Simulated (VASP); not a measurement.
# MgO2 (R-3m) in VASP: a series of runs

MgO2 is run at these levels: r2SCAN; tasks: single point.

All numbers are computed with VASP 6.6.1; they aren't measurements. Logs are shortened: lines on timing, memory, paths and dates and some standing lists are left out, and cuts for length are marked.

### 1 The cell of the first run

It takes space group R-3m (No. 166, trigonal). The conventional cell has a = 3.210 Å, b = 3.210 Å, c = 9.958 Å, α = 90.00°, β = 90.00°, γ = 120.00°. Mg (site symmetry -3m) has 6 O at 2.08 Å within 2.8 Å. O (site symmetry 3m) has 1 O at 1.42 Å within 1.9 Å.

### 2 Single point, r2SCAN (strain +0.000 along x and y, -0.050 along z)

POSCAR

```
MgO2
1.0
    1.6047610160      0.9265092046      3.3192799312
   -1.6047610160      0.9265092046      3.3192799312
    0.0000000000     -1.8530184092      3.3192799312
Mg O
1 2
Direct
    0.0000000000      0.0000000000      0.0000000000
    0.4287860000      0.4287860000      0.4287860000
    0.5712140000      0.5712140000      0.5712140000
```

INCAR.step1

```
ALGO = Normal
EDIFF = 1E-4
ENCUT = 520
GGA = PE
ISMEAR = 0
LASPH = T
LCHARG = F
LREAL = F
LWAVE = T
NBANDS = 14
NELM = 60
PREC = Accurate
SIGMA = 0.05
```

INCAR.step2

```
ALGO = Normal
EDIFF = 1E-6
ENCUT = 520
ISIF = 2
ISMEAR = 0
ISTART = 1
LASPH = T
LCHARG = T
LELF = T
LMIXTAU = T
LREAL = F
LVHAR = T
LWAVE = F
METAGGA = R2SCAN
NBANDS = 14
NELM = 60
PREC = Accurate
SIGMA = 0.05
```

KPOINTS

```
k-points
0
Gamma
  12 12 12
```

Potentials or basis: VASP PAW PBE potentials, release 64 (Mg, O).

Started as:

```
$ cat potpaw_PBE.64/Mg/POTCAR potpaw_PBE.64/O/POTCAR > POTCAR
$ cp INCAR.step1 INCAR
$ mpirun -np 1 vasp_std > vasp.out
$ cp INCAR.step2 INCAR
$ mpirun -np 1 vasp_std > vasp.out
```

OUTCAR:

```text
EDIFF = 1E-6
   ENCUT = 520
   ISIF = 2
   ISMEAR = 0
   ISTART = 1
   LASPH = T
   LREAL = F
   METAGGA = R2SCAN
   NELM = 60
   PREC = Accurate

 ion  position               nearest neighbor table
   1  0.000  0.000  0.000-   3 2.08   3 2.08   2 2.08   2 2.08   3 2.08   2 2.08
   2  0.429  0.429  0.429-   3 1.42   1 2.08   1 2.08   1 2.08
   3  0.571  0.571  0.571-   2 1.42   1 2.08   1 2.08   1 2.08

  LATTYP: Found a trigonal (rhomboedric) cell.
 ALAT       =     3.8014860892
 COS(alpha) =     0.6435948953

  Lattice vectors:

 A1 = (   1.6047610160,   0.9265092046,   3.3192799312)
 A2 = (  -1.6047610160,   0.9265092046,   3.3192799312)
 A3 = (   0.0000000000,  -1.8530184092,   3.3192799312)

Analysis of symmetry for initial positions (statically):
=====================================================================
 Subroutine PRICEL returns:
 Original cell was already a primitive cell.

 Routine SETGRP: Setting up the symmetry group for a
 trigonal (rhombohedral) supercell.

 Subroutine GETGRP returns: Found 12 space group operations
 (whereof 12 operations were pure point group operations)
 out of a pool of 12 trial point group operations.

The static configuration has the point symmetry D_3d.

Analysis of symmetry for dynamics (positions and initial velocities):
=====================================================================
 Subroutine PRICEL returns:
 Original cell was already a primitive cell.

 Routine SETGRP: Setting up the symmetry group for a
 trigonal (rhombohedral) supercell.

 Subroutine GETGRP returns: Found 12 space group operations
 (whereof 12 operations were pure point group operations)
 out of a pool of 12 trial point group operations.

The dynamic configuration has the point symmetry D_3d.

 Subroutine INISYM returns: Found 12 space group operations
 (whereof 12 operations are pure point group operations),
 and found     1 'primitive' translations

----------------------------------------------------------------------------------------

                                     Primitive cell

  volume of cell :      29.6111

  direct lattice vectors                    reciprocal lattice vectors
     1.604761016  0.926509205  3.319279931     0.311572873  0.179886682  0.100423387
    -1.604761016  0.926509205  3.319279931    -0.311572873  0.179886682  0.100423387
[... 97 lines left out ...]
   PSTRESS=    0.0 pullay stress
   NELECT =      14.0000    total number of electrons
   NUPDOWN=      -1.0000    fix difference up-down
   EMIN   =  10.00;   EMAX   =-10.00  energy-range for DOS
   EFERMI =   0.00;   METHOD = LEGACY
   ISMEAR =     0;   SIGMA  =   0.05  broadening in eV -4-tet -1-fermi 0-gaus
   EFERMI_NEDOS =   21; number of points for ismear=-14 and -15
   IALGO  =     38    algorithm
   IMIX   =      4    mixing-type and parameters
     AMIX     =   0.40;   BMIX     =  1.00
     AMIX_MAG =   1.60;   BMIX_MAG =  1.00
  volume/ion in A,a.u.               =       9.87        66.61
  Fermi-wavevector in a.u.,A,eV,Ry     =   1.275359  2.410079 22.130426  1.626540
  Thomas-Fermi vector in A             =   2.408076
   LORBIT       =      0    0 simple, 1 ext, 2 COOP (PROOUT), +10 PAW based schemes
   METAGGA = R2SCAN    functional components
   LHFCALC =     F    Hartree Fock is set to
   AEXX    =    0.0000 exact exchange contribution
   IVDW    =     0    specifies the selected vdW correction
   LEPSILON=     F    determine dielectric tensor
   LRPA    =     F    only Hartree local field effects (RPA)
 non-spin polarized calculation
 Gauss-broadening in eV      SIGMA  =   0.05
  energy-cutoff  :      520.00
  volume of cell :       29.61
 maximum number of plane-waves:       811
   NGX = 15   NGY = 15   NGZ = 15

 number of electron      14.0000002 magnetization

 Free energy of the ion-electron system (eV)
  ---------------------------------------------------
  ext. energy  EPLUGINS =         0.00000000
  ---------------------------------------------------
  free energy    TOTEN  =       -21.45828494 eV

  energy without entropy =      -21.45828494  energy(sigma->0) =      -21.45828494

 E-fermi :   3.2759     XC(G=0): -10.9806

 val. band max:        3.0048669908   @ k =   0.5000   0.5000   0.5000
 cond. band min:       6.8829875591   @ k =   0.3333   0.3333   0.3333
 fundamental gap:      3.8781205683
 Fermi energy:         3.2759414434

 k-point     1 :       0.0000    0.0000    0.0000
  band No.  band energies     occupation
      1     -20.5016      2.00000
      2     -12.2077      2.00000
      3      -5.2370      2.00000
      4      -1.1857      2.00000
      5      -1.1857      2.00000
      6       2.0157      2.00000
      7       2.0157      2.00000
      8       7.8902      0.00000
      9       9.4619      0.00000
     10      17.0134      0.00000
     11      18.2506      0.00000
     12      18.2506      0.00000
     13      19.1052      0.00000
     14      20.7114      0.00000
[... 377 lines left out ...]
      1     -19.9935      2.00000
      2     -12.7045      2.00000
      3      -4.2903      2.00000
      4      -3.4141      2.00000
      5      -1.8769      2.00000
      6       1.4202      2.00000
      7       1.9309      2.00000
      8       8.8352      0.00000
      9      12.7456      0.00000
     10      13.7844      0.00000
     11      16.9680      0.00000
     12      19.0140      0.00000
     13      19.5479      0.00000
     14      20.8706      0.00000

 [... further k-points ...]

------------------------ aborting loop because EDIFF is reached ----------------------------------------

  FORCE on cell =-STRESS in cart. coord.  units (eV):
  Direction    XX          YY          ZZ          XY          YZ          ZX
  --------------------------------------------------------------------------------------
  -------------------------------------------------------------------------------------
  Total       -0.9059247     -0.9059247      4.6815257      0.0000000      0.0000000      0.0000000
  in kB      -49.0170825    -49.0170825    253.3044165      0.0000000      0.0000000      0.0000000
  external PRESSURE =      51.7567505 kB  Pullay stress =       0.0000000 kB

 VOLUME and BASIS-vectors are now :
 -----------------------------------------------------------------------------
  energy-cutoff  :      520.00
  volume of cell :       29.61
      direct lattice vectors                 reciprocal lattice vectors
     1.604761016  0.926509205  3.319279931     0.311572873  0.179886682  0.100423387
    -1.604761016  0.926509205  3.319279931    -0.311572873  0.179886682  0.100423387
     0.000000000 -1.853018409  3.319279931     0.000000000 -0.359773364  0.100423387

 POSITION                                       TOTAL-FORCE (eV/Angst)
 -----------------------------------------------------------------------------------
      0.00000      0.00000      0.00000         0.000000      0.000000     -0.000000
      0.00000      0.00000      4.26978         0.000000     -0.000000     -1.897537
      0.00000      0.00000      5.68806         0.000000      0.000000      1.897537
 -----------------------------------------------------------------------------------
    total drift:                               -0.000000      0.000000      0.000000

  FREE ENERGIE OF THE ION-ELECTRON SYSTEM (eV)
  ---------------------------------------------------
  free  energy   TOTEN  =       -21.4582849404 eV

  energy  without entropy=      -21.4582849404  energy(sigma->0) =      -21.45828494
```

OSZICAR.step1:

```text
N       E                     dE             d eps       ncg     rms          rms(c)
DAV:   1     0.464481635494E+02    0.46448E+02   -0.77586E+03  5876   0.918E+02
DAV:   2    -0.156330929630E+02   -0.62081E+02   -0.58104E+02  6886   0.198E+02
DAV:   3    -0.177951160814E+02   -0.21620E+01   -0.21567E+01  6234   0.353E+01
DAV:   4    -0.178032234689E+02   -0.81074E-02   -0.81072E-02  6356   0.246E+00
DAV:   5    -0.178032637780E+02   -0.40309E-04   -0.40309E-04  6300   0.162E-01    0.876E+00
DAV:   6    -0.163526200602E+02    0.14506E+01   -0.23186E+00  5712   0.129E+01    0.363E+00
DAV:   7    -0.162351245786E+02    0.11750E+00   -0.23305E-01  6060   0.416E+00    0.172E+00
DAV:   8    -0.162333368518E+02    0.17877E-02   -0.62315E-02  5490   0.236E+00    0.264E-01
DAV:   9    -0.162347934038E+02   -0.14566E-02   -0.12725E-02  5622   0.847E-01    0.109E-01
DAV:  10    -0.162348251836E+02   -0.31780E-04   -0.70035E-04  6312   0.243E-01
   1 F= -.16234825E+02 E0= -.16234825E+02  d E =-.367896E-24
```

Wall time 2.6 min (1 thread of AMD EPYC 9R45 (Zen 5), shared host); peak memory 0.19 GiB.

Results:

| Item | Value |
| --- | --- |
| Free energy | -21.4583 eV |
| Pressure | 5.2 GPa |
| Largest force | 1.898 eV/Å |
| Band gap on the k mesh | 3.88 eV, indirect (least direct gap 4.00 eV) |

Forces in eV/Å, atoms in the order of the input:
```
Mg   0.000  0.000  0.000
O    0.000  0.000 -1.898
O    0.000  0.000  1.898
```

Levels at points of the mesh, in eV from the valence-band top:
```tsv
k point	band 5	band 6	band 7	band 8	band 9	band 10
(0.00, 0.00, 0.00)	-4.19	-0.99	-0.99	4.89	6.46	14.01
(0.50, 0.00, 0.00)	-4.51	-1.45	-1.01	5.86	9.04	10.82
(0.50, 0.50, 0.00)	-5.28	-2.16	-0.09	5.26	7.97	11.46
(0.50, 0.50, 0.50)	-4.80	0.00	0.00	4.08	5.01	11.02
```

Caveat: the cell differs from its parent crystal (strain +0.000 along x and y, -0.050 along z); the PAW data sets were made with another functional, which shifts forces and pressure a little.

(Part 1 of 2 ends here.)
